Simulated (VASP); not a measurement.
# Sb (P-1) in VASP: single point with PBEsol

Aim: the single point of Sb with PBEsol.

Program: VASP 6.6.1. These are calculated values, not measurements. Logs are shortened: lines on timing, memory, paths and dates and some standing lists are left out, and cuts for length are marked.

### 1 The cell of the first run

The typed cell holds 2 atoms: a = 4.596 Å, b = 4.453 Å, c = 4.431 Å, α = 57.10°, β = 57.70°, γ = 56.75°.

### 2 Single point, PBEsol (equal xy, yz and zx shear strains of +3 %)

File INCAR:

```
PREC = Accurate
ENCUT = 520
EDIFF = 1E-6
ISMEAR = -1
SIGMA = 0.05
LREAL = False
LASPH = True
NELM = 80
ALGO = Normal
ISIF = 2
LWAVE = False
LCHARG = False
GGA = PS
NBANDS = 12
```

File KPOINTS:

```
Automatic mesh
0
Gamma
  9 9 9
```

File POSCAR:

```
Sb
1.0
    2.2253850772      1.3300686856      3.7948837502
   -2.0758155868      1.2655506756      3.7303657402
    0.0189105096     -2.4271393611      3.7067505096
Sb
2
Direct
    0.2336400000      0.2336400000      0.2336400000
    0.7663600000      0.7663600000      0.7663600000
```

Potentials or basis: VASP PAW PBE potentials, release 64 (Sb).

Run with:

```sh
$ cat potpaw_PBE.64/Sb/POTCAR > POTCAR
$ mpirun -np 1 vasp_std > vasp.out
```

OUTCAR:

```text
PREC = Accurate
   ENCUT = 520
   EDIFF = 1E-6
   ISMEAR = -1
   LREAL = False
   LASPH = True
   NELM = 80
   ISIF = 2
   GGA = PS

 ion  position               nearest neighbor table
   1  0.234  0.234  0.234-   2 2.88   2 2.89   2 2.94   2 3.30   2 3.34   2 3.39
   2  0.766  0.766  0.766-   1 2.88   1 2.89   1 2.94   1 3.30   1 3.34   1 3.39

  LATTYP: Found a triclinic cell.
 ALAT       =     4.2455146691
 B/A-ratio  =     1.0133443553
 C/A-ratio  =     1.0436259626
 COS(alpha) =     0.0085981569
 COS(beta)  =     0.4739184296
 COS(gamma) =     0.4801591939

  Lattice vectors:

 A1 = (   2.0947260964,  -3.6926900367,  -0.0236152306)
 A2 = (   4.3012006640,   0.0645180100,   0.0645180100)
 A3 = (   0.0189105096,  -2.4271393611,   3.7067505096)

Analysis of symmetry for initial positions (statically):
=====================================================================
 Subroutine PRICEL returns:
 Original cell was already a primitive cell.

 Routine SETGRP: Setting up the symmetry group for a
 triclinic supercell.

 Subroutine GETGRP returns: Found  2 space group operations
 (whereof  2 operations were pure point group operations)
 out of a pool of  2 trial point group operations.

The static configuration has the point symmetry S_2 .

Analysis of symmetry for dynamics (positions and initial velocities):
=====================================================================
 Subroutine PRICEL returns:
 Original cell was already a primitive cell.

 Routine SETGRP: Setting up the symmetry group for a
 triclinic supercell.

 Subroutine GETGRP returns: Found  2 space group operations
 (whereof  2 operations were pure point group operations)
 out of a pool of  2 trial point group operations.

The dynamic configuration has the point symmetry S_2 .

 Subroutine INISYM returns: Found  2 space group operations
 (whereof  2 operations are pure point group operations),
 and found     1 'primitive' translations

----------------------------------------------------------------------------------------

                                     Primitive cell

  volume of cell :      59.9454

  direct lattice vectors                    reciprocal lattice vectors
     2.225385077  1.330068686  3.794883750     0.229295451  0.129535859  0.083648869
    -2.075815587  1.265550676  3.730365740    -0.235897236  0.136410628  0.090523638
     0.018910510 -2.427139361  3.706750510     0.002652832 -0.269895441  0.093039978

  length of vectors
     4.595929082  4.452668573  4.430729333     0.276320604  0.287140896  0.285494350

  position of ions in fractional coordinates (direct lattice)
     0.233640000  0.233640000  0.233640000
     0.766360000  0.766360000  0.766360000

  ion indices of the primitive-cell ions
   primitive index   ion index
                 1           1
                 2           2

----------------------------------------------------------------------------------------

 KPOINTS: Automatic mesh

Automatic generation of k-mesh.
 Grid dimensions read from file:
 generate k-points for:    9    9    9

 Generating k-lattice:

  Cartesian coordinates                     Fractional coordinates (reciprocal lattice)
     0.025477272  0.014392873  0.009294319     0.111111111  0.000000000  0.000000000
    -0.026210804  0.015156736  0.010058182    -0.000000000  0.111111111  0.000000000
     0.000294759 -0.029988382  0.010337775     0.000000000  0.000000000  0.111111111

  Length of vectors
     0.030702289  0.031904544  0.031721594

  Shift w.r.t. Gamma in fractional coordinates (k-lattice)
     0.000000000  0.000000000  0.000000000

 Subroutine IBZKPT returns following result:
 ===========================================

 Found    365 irreducible k-points:

 Following reciprocal coordinates:
            Coordinates               Weight
  0.000000  0.000000  0.000000      1.000000
  0.111111  0.000000  0.000000      2.000000
  0.222222  0.000000  0.000000      2.000000
  0.333333  0.000000  0.000000      2.000000
  0.444444  0.000000  0.000000      2.000000
  0.000000  0.111111  0.000000      2.000000
[... 16 lines left out ...]
 -0.111111  0.222222  0.000000      2.000000
  0.000000  0.333333  0.000000      2.000000
 [... further k-points ...]
   k-points           NKPTS =    365   k-points in BZ     NKDIM =    365   number of bands    NBANDS=     12
   number of dos      NEDOS =    301   number of ions     NIONS =      2
   total plane-waves  NPLWV =  46656
   dimension x,y,z NGX =    36 NGY =   36 NGZ =   36
   dimension x,y,z NGXF=    72 NGYF=   72 NGZF=   72
   ions per type =               2
   NGX,Y,Z   is equivalent  to a cutoff of  13.02, 13.44, 13.51 a.u.
   NGXF,Y,Z  is equivalent  to a cutoff of  26.04, 26.88, 27.02 a.u.
 SYSTEM =  unknown system
   PREC   = accura    normal or accurate (medium, high low for compatibility)
   ISTART =      0    job   : 0-new  1-cont  2-samecut
   ICHARG =      2    charge: 1-file 2-atom 10-const
   ISPIN  =      1    spin polarized calculation?
   LNONCOLLINEAR =      F non collinear calculations
   LSORBIT =      F    spin-orbit coupling
   LASPH  =      T    aspherical Exc in radial PAW
   ENCUT  =  520.0 eV  38.22 Ry    6.18 a.u.   8.55  8.28  8.24*2*pi/ulx,y,z
   NELM   =     80;   NELMIN=  2; NELMDL= -5     # of ELM steps
   EDIFF  = 0.1E-05   stopping-criterion for ELM
   LREAL  =      F    real-space projection
   EDIFFG = 0.1E-04   stopping-criterion for IOM
   NSW    =      0    number of steps for IOM
   IBRION =     -1    ionic relax: 0-MD 1-quasi-New 2-CG
   NFREE  =      0    steps in history (QN), initial steepest desc. (CG)
   ISIF   =      2    stress and relaxation
   ISYM   =      2    0-nonsym 1-usesym 2-fastsym
   POTIM  = 0.5000    time-step for ionic-motion
   TEBEG  =    0.0;   TEEND  =   0.0 temperature during run
   PSTRESS=    0.0 pullay stress
   NELECT =      10.0000    total number of electrons
   NUPDOWN=      -1.0000    fix difference up-down
   EMIN   =  10.00;   EMAX   =-10.00  energy-range for DOS
   EFERMI =   0.00;   METHOD = LEGACY
   ISMEAR =    -1;   SIGMA  =   0.05  broadening in eV -4-tet -1-fermi 0-gaus
   EFERMI_NEDOS =   21; number of points for ismear=-14 and -15
   IALGO  =     38    algorithm
   IMIX   =      4    mixing-type and parameters
     AMIX     =   0.40;   BMIX     =  1.00
     AMIX_MAG =   1.60;   BMIX_MAG =  1.00
  volume/ion in A,a.u.               =      29.97       202.27
  Fermi-wavevector in a.u.,A,eV,Ry     =   0.901204  1.703028 11.050218  0.812168
  Thomas-Fermi vector in A             =   2.024256
   LORBIT       =      0    0 simple, 1 ext, 2 COOP (PROOUT), +10 PAW based schemes
   GGA     = PS    functional components
   LHFCALC =     F    Hartree Fock is set to
   AEXX    =    0.0000 exact exchange contribution
   IVDW    =     0    specifies the selected vdW correction
   LEPSILON=     F    determine dielectric tensor
   LRPA    =     F    only Hartree local field effects (RPA)
 non-spin polarized calculation
  energy-cutoff  :      520.00
  volume of cell :       59.95
 maximum number of plane-waves:      1631
 NGX is ok and might be reduce to    36
   NGX = 17   NGY = 17   NGZ = 17

 number of electron      10.0000000 magnetization

 Free energy of the ion-electron system (eV)
  ---------------------------------------------------
  ext. energy  EPLUGINS =         0.00000000
  ---------------------------------------------------
  free energy    TOTEN  =        -9.10097057 eV

  energy without entropy =       -9.09889512  energy(sigma->0) =       -9.09993285

 E-fermi :   7.1706     XC(G=0):  -9.6982

 val. band max:        7.1653813344   @ k =   0.0000  -0.3333   0.1111
 cond. band min:       7.2181339002   @ k =   0.1111  -0.3333   0.2222
 fundamental gap:      0.0527525658
 Fermi energy:         7.1705603991

 k-point     1 :       0.0000    0.0000    0.0000
  band No.  band energies     occupation
      1      -5.5642      2.00000
      2       2.4545      2.00000
      3       5.1201      2.00000
      4       5.1799      2.00000
      5       5.7236      2.00000
      6       9.2507      0.00000
      7       9.7686      0.00000
      8      10.1424      0.00000
      9      12.1351      0.00000
     10      12.4202      0.00000
     11      12.5419      0.00000
     12      13.6992      0.00000

 k-point     2 :       0.1111    0.0000    0.0000
  band No.  band energies     occupation
      1      -5.4317      2.00000
      2       1.7795      2.00000
      3       5.1914      2.00000
      4       5.4860      2.00000
      5       5.6992      2.00000
      6       9.1504      0.00000
      7       9.5646      0.00000
      8       9.8203      0.00000
      9      11.6847      0.00000
     10      12.2997      0.00000
     11      12.5145      0.00000
     12      14.5539      0.00000

 k-point     3 :       0.2222    0.0000    0.0000
  band No.  band energies     occupation
      1      -5.0371      2.00000
      2       0.4505      2.00000
      3       5.2613      2.00000
      4       5.5703      2.00000
      5       6.0764      2.00000
      6       8.6194      0.00000
      7       8.9728      0.00000
      8       9.0882      0.00000
      9      11.8601      0.00000
     10      12.5258      0.00000
     11      13.1210      0.00000
     12      16.1482      0.00000
[... 286 lines left out ...]
 k-point    23 :      -0.1111    0.2222    0.0000
  band No.  band energies     occupation
      1      -4.6665      2.00000
      2      -0.0643      2.00000
      3       4.2253      2.00000
      4       5.8194      2.00000
      5       6.3494      2.00000
      6       7.9247      0.00000
      7       8.0569      0.00000
      8       9.7381      0.00000
      9      11.8428      0.00000
     10      12.8766      0.00000
     11      14.2817      0.00000
     12      15.5895      0.00000

 k-point    24 :       0.0000    0.3333    0.0000
  band No.  band energies     occupation
      1      -4.3158      2.00000
      2      -0.7576      2.00000
      3       5.1382      2.00000
      4       5.2497      2.00000
      5       6.3247      2.00000
      6       7.5955      0.00041
      7       7.9776      0.00000
      8       8.2461      0.00000
      9      12.8889      0.00000
     10      13.5333      0.00000
     11      14.2608      0.00000
     12      17.9626      0.00000

 [... further k-points ...]

------------------------ aborting loop because EDIFF is reached ----------------------------------------

  FORCE on cell =-STRESS in cart. coord.  units (eV):
  Direction    XX          YY          ZZ          XY          YZ          ZX
  --------------------------------------------------------------------------------------
  -------------------------------------------------------------------------------------
  Total        0.6336621     -0.0111376      0.1166158     -0.0748926     -0.6458592     -0.3231053
  in kB       16.9360747     -0.2976782      3.1168259     -2.0016754    -17.2620694     -8.6357305
  external PRESSURE =       6.5850741 kB  Pullay stress =       0.0000000 kB

 VOLUME and BASIS-vectors are now :
 -----------------------------------------------------------------------------
  energy-cutoff  :      520.00
  volume of cell :       59.95
      direct lattice vectors                 reciprocal lattice vectors
     2.225385077  1.330068686  3.794883750     0.229295451  0.129535859  0.083648869
    -2.075815587  1.265550676  3.730365740    -0.235897236  0.136410628  0.090523638
     0.018910510 -2.427139361  3.706750510     0.002652832 -0.269895441  0.093039978

 POSITION                                       TOTAL-FORCE (eV/Angst)
 -----------------------------------------------------------------------------------
      0.03936      0.03936      2.62424        -0.073366     -0.142476      0.208983
      0.12912      0.12912      8.60776         0.073366      0.142476     -0.208983
 -----------------------------------------------------------------------------------
    total drift:                                0.000000     -0.000000      0.000000

  FREE ENERGIE OF THE ION-ELECTRON SYSTEM (eV)
  ---------------------------------------------------
  free  energy   TOTEN  =        -9.1009705683 eV

  energy  without entropy=       -9.0988951222  energy(sigma->0) =       -9.09993285
```

Wall time 5 min (1 thread of Intel Xeon 8259CL, shared host); peak memory 0.37 GiB.

Results:

* Free energy: -9.1010 eV
* Pressure: 0.7 GPa
* Largest force: 0.263 eV/Å
* Band gap on the k mesh: zero (bands 5 and 6 overlap by 0.23 eV)

Forces on the atoms (eV/Å):
```
Sb  -0.073 -0.142  0.209
Sb   0.073  0.142 -0.209
```

Caveat: the cell differs from its parent crystal (equal xy, yz and zx shear strains of +3 %); the PAW data sets were made with another functional, which shifts forces and pressure a little; spin-orbit coupling is left out, which moves the levels of the heavy elements.

The gap in the log of VASP goes by the Fermi energy; the results here count the filled bands.